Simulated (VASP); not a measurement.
The system is AlN.

```
CELL_PARAMETERS angstrom
0.00000 2.18488 2.18488
2.18488 0.00000 2.18488
2.18488 2.18488 0.00000
ATOMIC_POSITIONS crystal
Al 0.00000 0.00000 0.00000
N 0.75000 0.75000 0.75000
```

Base run:

| Property | Result |
| --- | --- |
| Program | VASP 6.6.1 |
| Functional | PBE |
| Potentials or basis | VASP PAW PBE potentials, release 64 (Al, N) |
| Cutoff | 520 eV |
| k mesh | 10 × 10 × 10 |
| Occupations | gaussian, width 0.01 eV |
| Spin | no spin polarisation |

Its results: band gap on the k mesh 3.32 eV, indirect (least direct gap 4.19 eV); pressure 4.3 GPa.

**Question.** The run is repeated on the same cell with these changes: functional from PBE to r2SCAN; k mesh from 10 × 10 × 10 to 8 × 8 × 8. What comes out?

**Answer.** Band gap on the k mesh 3.93 eV, indirect (least direct gap 4.88 eV); pressure -0.4 GPa.

Several settings changed at once, so the effect can't be laid on one alone.

Caveats: the PAW data sets were made with another functional, which shifts forces and pressure a little (some runs).

A k mesh can miss the band edges.
